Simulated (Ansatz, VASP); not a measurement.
**PbSe: VASP beside Ansatz**

The input INCAR:

```
SYSTEM = PbSe
PREC = Accurate
ENCUT = 520
EDIFF = 1E-6
ISMEAR = 0
SIGMA = 0.03
LREAL = .False.
LASPH = .True.
NELM = 100
ALGO = Normal
ISIF = 2
LWAVE = .False.
LCHARG = .False.
GGA = PE
IVDW = 12
NBANDS = 17
```

KPOINTS

```
Automatic mesh
0
Gamma
  10 10 10
  0 0 0
```

Contents of POSCAR:

```
PbSe
1.0
    0.0000000000      3.2134050947      3.0623750552
    3.2134050947      0.0000000000      3.0623750552
    3.2134050947      3.2134050947      0.0000000000
Pb Se
1 1
Direct
    0.0000000000      0.0000000000      0.0000000000
    0.5000000000      0.5000000000      0.5000000000
```

Input for Ansatz:

```yaml
crystal:
  lattice:
    - [0.0, 3.2134050947, 3.0623750552]
    - [3.2134050947, 0.0, 3.0623750552]
    - [3.2134050947, 3.2134050947, 0.0]
  atoms:
    - { symbol: Pb, position: [0.0, 0.0, 0.0] }
    - { symbol: Se, position: [0.5, 0.5, 0.5] }
basis:
  ecutwfc: 420
kpoints:
  mp_grid: { grid: [10, 10, 10] }
hamiltonian:
  xc: pbe
  dispersion: d3bj
scf:
  occupations: { method: gaussian, width: 0.03 }
output:
  forces: true
  stress: true
  eigenvalues: true
```

Alike in both runs: task single point; functional PBE; dispersion D3(BJ); k mesh 10 × 10 × 10; occupations gaussian, width 0.03 eV; no spin polarisation.

|  | VASP | Ansatz |
| --- | --- | --- |
| version | VASP 6.6.1 | Ansatz 0.2.0 |
| potentials or method | VASP PAW PBE potentials, release 64 (Pb_d, Se), cutoff 520 eV | scalar-relativistic, plane waves, PAW |
| valence electrons in the cell | 20 | 30 |

|  | VASP | Ansatz | Ansatz less VASP |
| --- | --- | --- | --- |
| gap on the k mesh at the Fermi level (eV) | 0.52 | 0.51 | -0.004 |
| least direct gap on the mesh (eV) | 0.52 | 0.51 | -0.004 |
| pressure (GPa) | -2.4 | -2.4 | +0.02 |
| traceless stress, the component that is largest in VASP (GPa) | 2.80 | 2.79 | -0.008 |

VASP's potentials hold 20 valence electrons a cell and Ansatz's 30, so a difference there can come from the potentials and not from the codes. Ansatz's warnings: dispersion switch in reach.

Spin-orbit coupling is off throughout.
